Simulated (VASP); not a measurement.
## Si4O: single point with PBE+D3(BJ)

Si4O, a slab with vacuum:

```xyz
5
Lattice="3.8333 0.0000 0.0000 0.0000 3.8333 0.0000 0.0000 0.0000 21.2035" Properties=species:S:1:pos:R:3 pbc="T T T"
Si    0.0000    1.9167    4.0000
Si    0.0000    0.0000    5.3553
Si    1.9167    0.0000    6.7680
Si    1.9167    1.9167    8.1035
O     3.8333    3.8333   10.6035
```

```
Program                : VASP 6.6.1
Task                   : single point
Functional             : PBE
Dispersion             : D3(BJ)
Potentials or basis    : VASP PAW PBE potentials, release 64 (Si, O)
Cutoff                 : 520 eV
k mesh                 : 7 × 7 × 1
Occupations            : gaussian, width 0.05 eV
Spin                   : collinear spin, ferromagnetic start
Starting moments       : [0.0, 0.0, 0.0, 0.0, 2.0] μB
Dipole correction      : yes
Further INCAR settings : ALGO = Normal; EDIFF = 1e-07; NBANDS = 23
```

```
Largest force                                         : 0.456 eV/Å
Band gap on the k mesh                                : zero (filled and empty bands overlap)
Net moment                                            : 2.01 μB per cell
Site moments                                          : Si +0.01, +0.00, +0.06 (each value once); O +1.41 μB
Valence electrons inside the program's atomic spheres : Si 1.58, 1.67, 1.56 (each value once); O 4.58
Dispersion energy per atom                            : -0.199 eV
```

Forces on the atoms (eV/Å):
```
Si   0.000  0.000  0.023
Si   0.000  0.000  0.105
Si   0.000  0.000 -0.039
Si   0.000  0.000  0.367
O    0.000  0.000 -0.456
```

Levels at points of the mesh, in eV from the Fermi level:
Spin up:
| k point | band 9 | band 10 | band 11 | band 12 | band 13 | band 14 | band 15 | band 16 |
| --- | --- | --- | --- | --- | --- | --- | --- | --- |
| (0.00, 0.00, 0.00) | -1.67 | -1.27 | -0.54 | 0.58 | 1.36 | 1.85 | 2.01 | 3.10 |
Spin down:
```csv
k point,band 7,band 8,band 9,band 10,band 11,band 12,band 13,band 14
"(0.00, 0.00, 0.00)",-1.56,-0.52,-0.46,0.54,0.71,0.74,1.45,1.89
```

Run time: 5.5 min on 1 thread of Intel(R) Xeon(R) 6975P-C (Granite Rapids), on a shared host, peak memory 0.6 GiB.
